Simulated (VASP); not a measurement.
Set up this calculation in VASP 6.6.1, as the native input.

```
Task                   : relaxation of the atoms
Functional             : PBE
Dispersion             : D3(BJ)
Potentials or basis    : VASP PAW PBE potentials, release 64 (Si, Ge_d)
Cutoff                 : 520 eV
k mesh                 : 2 × 2 × 2
Occupations            : gaussian, width 0.05 eV
Spin                   : no spin polarisation
Dipole correction      : no
Further INCAR settings : LREAL = Auto; ALGO = Normal; EDIFF = 1e-06; IBRION = 2; EDIFFG = -0.03; NSW = 80
```

The structure of Si16Ge (a cell with a defect) lies in POSCAR:

```
Si16Ge
1.0
    0.0000000000      5.4300000000      5.4300000000
    5.4300000000      0.0000000000      5.4300000000
    5.4300000000      5.4300000000      0.0000000000
Si Ge
16 1
Direct
    0.0000000000      0.0000000000      0.0000000000
    0.1250000000      0.1250000000      0.1250000000
    0.0000000000      0.0000000000      0.5000000000
    0.1250000000      0.1250000000      0.6250000000
    0.0000000000      0.5000000000      0.0000000000
    0.1250000000      0.6250000000      0.1250000000
    0.0000000000      0.5000000000      0.5000000000
    0.1250000000      0.6250000000      0.6250000000
    0.5000000000      0.0000000000      0.0000000000
    0.6250000000      0.1250000000      0.1250000000
    0.5000000000      0.0000000000      0.5000000000
    0.6250000000      0.1250000000      0.6250000000
    0.5000000000      0.5000000000      0.0000000000
    0.6250000000      0.6250000000      0.1250000000
    0.5000000000      0.5000000000      0.5000000000
    0.6250000000      0.6250000000      0.6250000000
    0.7527170600      0.7489373700      0.7535446500
```

One way to write it, as run:

INCAR

```
ALGO     = Normal         # electronic algorithm
EDIFF    = 1E-6           # SCF threshold, eV
EDIFFG   = -0.03          # ionic threshold
ENCUT    = 520            # plane-wave cutoff, eV
GGA      = PE             # functional
IBRION   = 2              # ionic algorithm
ISIF     = 2              # what is computed and relaxed
ISMEAR   = 0              # smearing method
IVDW     = 12             # dispersion correction
LASPH    = T              # aspherical terms in the spheres
LCHARG   = F              # write CHGCAR
LREAL    = Auto         
LWAVE    = F              # write WAVECAR
NELM     = 100            # most SCF steps
NSW      = 80             # ionic steps
PREC     = Accurate       # precision mode
SIGMA    = 0.05           # smearing width, eV
```

KPOINTS

```
k-points
0
Gamma
  2 2 2
```

Potentials or basis: VASP PAW PBE potentials, release 64 (Si, Ge_d).

Command:

```console
$ cat potpaw_PBE.64/Si/POTCAR potpaw_PBE.64/Ge_d/POTCAR > POTCAR
$ mpirun -np 1 vasp_std > vasp.out
```

Results of the run:

```
Energy gained by relaxing    : 19.7 meV/atom
Ionic steps                  : 6
Pressure after relaxing      : 3.7 GPa
Largest force after relaxing : 0.021 eV/Å
Band gap on the k mesh       : zero (bands 39 and 40 overlap by 0.31 eV)
Dispersion energy per atom   : -0.333 eV
```

Caveat: the k points lie up to 0.50 Å⁻¹ apart.

Wall time 19 min on 1 thread of Oxide Virtual Turin-like Processor (shared host), peak memory 0.54 GiB.
